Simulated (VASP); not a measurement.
Runs of VASP 6.6.1 on Ca3Si. The structure is that of space group Pm-3m (No. 221), or close to it. The cells are those of the table. 

```tsv
task	cell	k mesh	cutoff (eV)	gap on the mesh (eV)	pressure (GPa)	relaxed volume (Å³/atom)
single point	a = 4.832 Å, 4 atoms	10 × 10 × 10	520	none	0.1	-
relaxation of cell and atoms	relaxed from a = 4.823 Å, 4 atoms	10 × 10 × 10	600	none	0.1	(a)
single point	a = 4.823 Å, 4 atoms	4 × 4 × 4	520	none	0.2	-
relaxation of cell and atoms	relaxed from a = 4.599 Å, 4 atoms	4 × 4 × 4	600	none	0.0	28.28
```

Alike in all rows: level PBE; potentials or basis VASP PAW PBE potentials, release 64 (Ca_sv, Si); no spin polarisation; smearing gaussian 0.1 eV.

**Question.** Fill in the values left out.

**Answer.** (a) 28.25.

Caveats: the volume moved by over 15 % at a fixed basis, so the end points are rough (at least some runs).

A gap of «none» marks levels without a gap at the run's occupations.
